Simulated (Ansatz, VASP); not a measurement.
**One calculation of NaF, two programs**

```
Na F
1.0
    -0.50349    2.10078    2.10078
     2.10078   -0.50349    2.10078
     2.10078    2.10078   -0.50349
Na F
1 1
Direct
  0.00000 0.00000 0.00000
  0.50000 0.50000 0.50000
```

Alike in both runs: task single point; functional PBE; k mesh 10 × 10 × 10; occupations gaussian, width 0.05 eV; no spin polarisation.

|  | VASP | Ansatz |
| --- | --- | --- |
| version | VASP 6.6.1 | Ansatz 0.2.0 |
| potentials or method | VASP PAW PBE potentials, release 64 (Na_pv, F), cutoff 520 eV | scalar-relativistic, plane waves, PAW |
| valence electrons in the cell | 14 | 16 |

Ansatz gave:

- gap on the k mesh at the Fermi level (eV): 5.59
- least direct gap on the mesh (eV): 5.59
- pressure (GPa): -0.1
- traceless stress, the component that is largest in VASP (GPa): 2.38

**Question.** What did VASP give for the same quantities?

**Answer.** gap on the k mesh at the Fermi level (eV): 5.57; least direct gap on the mesh (eV): 5.57; pressure (GPa): -0.2; traceless stress, the component that is largest in VASP (GPa): 2.36.

VASP's potentials hold 14 valence electrons a cell and Ansatz's 16, so a difference there can come from the potentials and not from the codes.
